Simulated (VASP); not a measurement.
# Ti (C2/m) in VASP: single point with r2SCAN

Aim: the single point of Ti with r2SCAN.

All numbers are computed with VASP 6.6.1; they aren't measurements. Logs are shortened: lines on timing, memory, paths and dates and some standing lists are left out, and cuts for length are marked.

## 1. The cell of the first run

The typed cell holds 1 atom: a = 2.819 Å, b = 2.819 Å, c = 2.929 Å, α = 61.25°, β = 61.25°, γ = 90.00°.

## 2. Single point, r2SCAN

File POSCAR:

```
Ti
1.0
    2.8193091281     -0.0000000278     -0.0003959360
   -0.0000000278      2.8193091281     -0.0003959360
    1.4093551958      1.4093551958      2.1463294349
Ti
1
Direct
    0.0000000000      0.0000000000      0.0000000000
```

File INCAR.step1:

```
  PREC = Accurate
  ENCUT = 520
  ISMEAR = 0
  SIGMA = 0.1
  LREAL = False
  LASPH = True
  NELM = 60
  NBANDS = 12
  GGA = PE
  ALGO = Normal
  EDIFF = 1E-4
  LWAVE = True
  LCHARG = False
```

File INCAR.step2:

```
  PREC = Accurate
  ENCUT = 520
  EDIFF = 1E-6
  ISMEAR = 0
  SIGMA = 0.1
  LREAL = False
  LASPH = True
  NELM = 60
  ALGO = Normal
  ISIF = 2
  LWAVE = False
  LCHARG = False
  METAGGA = R2SCAN
  LMIXTAU = True
  NBANDS = 12
  ISTART = 1
```

File KPOINTS:

```
regular mesh
0
Gamma
  12 12 16
```

Potentials or basis: VASP PAW PBE potentials, release 64 (Ti_sv).

Launch:

```bash
$ cat potpaw_PBE.64/Ti_sv/POTCAR > POTCAR
$ cp INCAR.step1 INCAR
$ mpirun -np 1 vasp_std > vasp.out
$ cp INCAR.step2 INCAR
$ mpirun -np 1 vasp_std > vasp.out
```

OUTCAR:

```text
PREC = Accurate
   ENCUT = 520
   EDIFF = 1E-6
   ISMEAR = 0
   LREAL = False
   LASPH = True
   NELM = 60
   ISIF = 2
   METAGGA = R2SCAN
   ISTART = 1

 ion  position               nearest neighbor table
   1  0.000  0.000  0.000-

  LATTYP: Found a base centered monoclinic cell.
 ALAT       =     3.9871052448
 B/A-ratio  =     1.0000000000
 C/A-ratio  =     0.7346290201
 COS(beta)  =    -0.6803255415

  Lattice vectors:

 A1 = (  -2.8193091281,   0.0000000278,   0.0003959360)
 A2 = (   0.0000000278,  -2.8193091281,   0.0003959360)
 A3 = (   1.4093551958,   1.4093551958,   2.1463294349)

Analysis of symmetry for initial positions (statically):
=====================================================================
 Subroutine PRICEL returns:
 Original cell was already a primitive cell.

 Routine SETGRP: Setting up the symmetry group for a
 base centered monoclinic supercell.

 Subroutine GETGRP returns: Found  4 space group operations
 (whereof  4 operations were pure point group operations)
 out of a pool of  4 trial point group operations.

The static configuration has the point symmetry C_2h.

Analysis of symmetry for dynamics (positions and initial velocities):
=====================================================================
 Subroutine PRICEL returns:
 Original cell was already a primitive cell.

 Routine SETGRP: Setting up the symmetry group for a
 base centered monoclinic supercell.

 Subroutine GETGRP returns: Found  4 space group operations
 (whereof  4 operations were pure point group operations)
 out of a pool of  4 trial point group operations.

The dynamic configuration has the point symmetry C_2h.

 Subroutine INISYM returns: Found  4 space group operations
 (whereof  4 operations are pure point group operations),
 and found     1 'primitive' translations

----------------------------------------------------------------------------------------

                                     Primitive cell

  volume of cell :      17.0633

  direct lattice vectors                    reciprocal lattice vectors
     2.819309128 -0.000000028 -0.000395936     0.354664124 -0.000032699 -0.232863433
    -0.000000028  2.819309128 -0.000395936    -0.000032699  0.354664124 -0.232863433
     1.409355196  1.409355196  2.146329435     0.000065419  0.000065419  0.465825789

  length of vectors
     2.819309156  2.819309156  2.929043219     0.424278234  0.424278234  0.465825798

  position of ions in fractional coordinates (direct lattice)
     0.000000000  0.000000000  0.000000000

  ion indices of the primitive-cell ions
   primitive index   ion index
                 1           1

----------------------------------------------------------------------------------------

 KPOINTS: regular mesh

Automatic generation of k-mesh.
 Grid dimensions read from file:
 generate k-points for:   12   12   16

 Generating k-lattice:

  Cartesian coordinates                     Fractional coordinates (reciprocal lattice)
     0.029555344 -0.000002725 -0.019405286     0.083333333 -0.000000000  0.000000000
    -0.000002725  0.029555344 -0.019405286    -0.000000000  0.083333333  0.000000000
     0.000004089  0.000004089  0.029114112     0.000000000  0.000000000  0.062500000

  Length of vectors
     0.035356520  0.035356520  0.029114112

  Shift w.r.t. Gamma in fractional coordinates (k-lattice)
     0.000000000  0.000000000  0.000000000

 Subroutine IBZKPT returns following result:
 ===========================================

 Found    632 irreducible k-points:

 Following reciprocal coordinates:
            Coordinates               Weight
  0.000000  0.000000  0.000000      1.000000
  0.083333  0.000000  0.000000      4.000000
  0.166667 -0.000000  0.000000      4.000000
  0.250000 -0.000000  0.000000      4.000000
  0.333333 -0.000000  0.000000      4.000000
  0.416667 -0.000000  0.000000      4.000000
[... 16 lines left out ...]
  0.500000  0.166667  0.000000      4.000000
 -0.416667  0.166667 -0.000000      4.000000
 [... further k-points ...]
   k-points           NKPTS =    632   k-points in BZ     NKDIM =    632   number of bands    NBANDS=     12
   number of dos      NEDOS =    301   number of ions     NIONS =      1
   total plane-waves  NPLWV =  13824
   dimension x,y,z NGX =    24 NGY =   24 NGZ =   24
   dimension x,y,z NGXF=    48 NGYF=   48 NGZF=   48
   ions per type =               1
   NGX,Y,Z   is equivalent  to a cutoff of  14.15, 14.15, 13.62 a.u.
   NGXF,Y,Z  is equivalent  to a cutoff of  28.30, 28.30, 27.24 a.u.
 SYSTEM =  unknown system
   PREC   = accura    normal or accurate (medium, high low for compatibility)
   ISTART =      1    job   : 0-new  1-cont  2-samecut
   ICHARG =      0    charge: 1-file 2-atom 10-const
   ISPIN  =      1    spin polarized calculation?
   LNONCOLLINEAR =      F non collinear calculations
   LSORBIT =      F    spin-orbit coupling
   LASPH  =      T    aspherical Exc in radial PAW
   ENCUT  =  520.0 eV  38.22 Ry    6.18 a.u.   5.24  5.24  5.45*2*pi/ulx,y,z
   NELM   =     60;   NELMIN=  2; NELMDL=  0     # of ELM steps
   EDIFF  = 0.1E-05   stopping-criterion for ELM
   LREAL  =      F    real-space projection
   EDIFFG = 0.1E-04   stopping-criterion for IOM
   NSW    =      0    number of steps for IOM
   IBRION =     -1    ionic relax: 0-MD 1-quasi-New 2-CG
   NFREE  =      0    steps in history (QN), initial steepest desc. (CG)
   ISIF   =      2    stress and relaxation
   ISYM   =      2    0-nonsym 1-usesym 2-fastsym
   POTIM  = 0.5000    time-step for ionic-motion
   TEBEG  =    0.0;   TEEND  =   0.0 temperature during run
   PSTRESS=    0.0 pullay stress
   NELECT =      12.0000    total number of electrons
   NUPDOWN=      -1.0000    fix difference up-down
   EMIN   =  10.00;   EMAX   =-10.00  energy-range for DOS
   EFERMI =   0.00;   METHOD = LEGACY
   ISMEAR =     0;   SIGMA  =   0.10  broadening in eV -4-tet -1-fermi 0-gaus
   EFERMI_NEDOS =   21; number of points for ismear=-14 and -15
   IALGO  =     38    algorithm
   IMIX   =      4    mixing-type and parameters
     AMIX     =   0.40;   BMIX     =  1.00
     AMIX_MAG =   1.60;   BMIX_MAG =  1.00
  volume/ion in A,a.u.               =      17.06       115.15
  Fermi-wavevector in a.u.,A,eV,Ry     =   1.455843  2.751145 28.837271  2.119480
  Thomas-Fermi vector in A             =   2.572831
   LORBIT       =      0    0 simple, 1 ext, 2 COOP (PROOUT), +10 PAW based schemes
   METAGGA = R2SCAN    functional components
   LHFCALC =     F    Hartree Fock is set to
   AEXX    =    0.0000 exact exchange contribution
   IVDW    =     0    specifies the selected vdW correction
   LEPSILON=     F    determine dielectric tensor
   LRPA    =     F    only Hartree local field effects (RPA)
 non-spin polarized calculation
 Gauss-broadening in eV      SIGMA  =   0.10
  energy-cutoff  :      520.00
  volume of cell :       17.06
 maximum number of plane-waves:       476
 NGX is ok and might be reduce to    24
   NGX = 11   NGY = 11   NGZ = 11

 number of electron      12.0000004 magnetization

 Free energy of the ion-electron system (eV)
  ---------------------------------------------------
  ext. energy  EPLUGINS =         0.00000000
  ---------------------------------------------------
  free energy    TOTEN  =       -12.87472737 eV

  energy without entropy =      -12.86719311  energy(sigma->0) =      -12.87096024

 E-fermi :   8.4094     XC(G=0): -12.5016

 val. band max:        8.4084895734   @ k =  -0.3333   0.1667   0.3125
 cond. band min:       8.4121434382   @ k =  -0.0833  -0.2500   0.1875
 fundamental gap:      0.0036538648
 Fermi energy:         8.4093509448

 k-point     1 :       0.0000    0.0000    0.0000
  band No.  band energies     occupation
      1     -50.5944      2.00000
      2     -25.3796      2.00000
      3     -25.3731      2.00000
      4     -25.3730      2.00000
      5       1.9174      2.00000
      6       9.0454      0.00000
      7       9.6666      0.00000
      8       9.6670      0.00000
      9      10.8818      0.00000
     10      11.6040      0.00000
     11      24.3984      0.00000
     12      28.0355      0.00000

 k-point     2 :       0.0833    0.0000    0.0000
  band No.  band energies     occupation
      1     -50.5852      2.00000
      2     -25.4264      2.00000
      3     -25.3865      2.00000
      4     -25.3769      2.00000
      5       2.1540      2.00000
      6       9.0562      0.00000
      7       9.5785      0.00000
      8       9.7510      0.00000
      9      10.8528      0.00000
     10      11.5292      0.00000
     11      24.5680      0.00000
     12      27.3404      0.00000

 k-point     3 :       0.1667   -0.0000    0.0000
  band No.  band energies     occupation
      1     -50.5599      2.00000
      2     -25.5663      2.00000
      3     -25.4097      2.00000
      4     -25.3875      2.00000
      5       2.8268      2.00000
      6       8.8788      0.00000
      7       9.5072      0.00000
      8       9.9423      0.00000
      9      10.8843      0.00000
     10      11.3859      0.00000
     11      24.2577      0.00000
     12      25.6402      0.00000
[... 286 lines left out ...]
 k-point    23 :       0.5000    0.1667    0.0000
  band No.  band energies     occupation
      1     -50.4404      2.00000
      2     -26.0514      2.00000
      3     -25.5662      2.00000
      4     -25.5255      2.00000
      5       6.2544      2.00000
      6       7.8299      2.00000
      7       9.1203      0.00000
      8       9.8837      0.00000
      9      12.3940      0.00000
     10      13.2791      0.00000
     11      17.4366      0.00000
     12      23.6346      0.00000

 k-point    24 :      -0.4167    0.1667   -0.0000
  band No.  band energies     occupation
      1     -50.4571      2.00000
      2     -25.9796      2.00000
      3     -25.5299      2.00000
      4     -25.5244      2.00000
      5       5.7541      2.00000
      6       7.7886      2.00000
      7       9.1925      0.00000
      8       9.9928      0.00000
      9      12.2301      0.00000
     10      12.3723      0.00000
     11      19.1992      0.00000
     12      24.1416      0.00000

 [... further k-points ...]

------------------------ aborting loop because EDIFF is reached ----------------------------------------

  FORCE on cell =-STRESS in cart. coord.  units (eV):
  Direction    XX          YY          ZZ          XY          YZ          ZX
  --------------------------------------------------------------------------------------
  -------------------------------------------------------------------------------------
  Total        0.3331995      0.3331995      0.0368209     -0.0008827     -0.0001127     -0.0001127
  in kB       31.2862132     31.2862132      3.4573477     -0.0828826     -0.0105804     -0.0105788
  external PRESSURE =      22.0099247 kB  Pullay stress =       0.0000000 kB

 VOLUME and BASIS-vectors are now :
 -----------------------------------------------------------------------------
  energy-cutoff  :      520.00
  volume of cell :       17.06
      direct lattice vectors                 reciprocal lattice vectors
     2.819309128 -0.000000028 -0.000395936     0.354664124 -0.000032699 -0.232863433
    -0.000000028  2.819309128 -0.000395936    -0.000032699  0.354664124 -0.232863433
     1.409355196  1.409355196  2.146329435     0.000065419  0.000065419  0.465825789

 POSITION                                       TOTAL-FORCE (eV/Angst)
 -----------------------------------------------------------------------------------
      0.00000      0.00000      0.00000        -0.000000      0.000000      0.000000
 -----------------------------------------------------------------------------------
    total drift:                               -0.000000      0.000000      0.000000

  FREE ENERGIE OF THE ION-ELECTRON SYSTEM (eV)
  ---------------------------------------------------
  free  energy   TOTEN  =       -12.8747273670 eV

  energy  without entropy=      -12.8671931085  energy(sigma->0) =      -12.87096024
```

It took 8.9 min on 1 thread of AMD EPYC 7R13 (Zen 3), shared host; peak memory 0.22 GiB.

Results:

```yaml
Free_energy: -12.8747 eV
Pressure: 2.2 GPa
Band_gap_on_the_k_mesh: zero (bands 6 and 7 overlap by 1.30 eV)
```

Caveat: the PAW data sets were made with another functional, which shifts forces and pressure a little.
